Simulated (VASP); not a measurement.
Wanted: the native input for a VASP 6.6.1 run.

```yaml
Task: single point
Functional: PBEsol
Potentials_or_basis: VASP PAW PBE potentials, release 64 (B)
Cutoff: 520 eV
k_mesh: 10 × 10 × 10
Occupations: gaussian, width 0.1 eV
Spin: no spin polarisation
Dipole_correction: no
Further_INCAR_settings: ALGO = Normal; EDIFF = 1e-07; NBANDS = 8
```

The structure of B lies in POSCAR:

```
B
1.0
   -1.1485694227      1.1485694227      1.1485694227
    1.1485694227     -1.1485694227      1.1485694227
    1.1485694227      1.1485694227     -1.1485694227
B
1
Direct
    0.0000000000      0.0000000000      0.0000000000
```

These files were run (other wordings do the same):

INCAR

```
SYSTEM = B
PREC = Accurate
ENCUT = 520
EDIFF = 1E-7
ISMEAR = 0
SIGMA = 0.1
LREAL = .FALSE.
LASPH = .TRUE.
NELM = 60
ALGO = Normal
ISIF = 2
LWAVE = .FALSE.
LCHARG = .TRUE.
GGA = PS
LELF = .TRUE.
LVHAR = .TRUE.
NBANDS = 8
```

KPOINTS

```
regular mesh
0
G
  10 10 10
  0 0 0
```

Potentials or basis: VASP PAW PBE potentials, release 64 (B).

Command:

```console
$ cat potpaw_PBE.64/B/POTCAR > POTCAR
$ mpirun -np 1 vasp_std > vasp.out
```

It gave:

```
Pressure : 0.4 GPa
```

Caveat: the k points lie up to 0.39 Å⁻¹ apart; the PAW data sets were made with another functional, which shifts forces and pressure a little.

Run time: 1.7 s on 1 thread of Intel(R) Xeon(R) Platinum 8259CL CPU @ 2.50GHz (Skylake/Cascade Lake), on a shared host, peak memory 0.11 GiB.
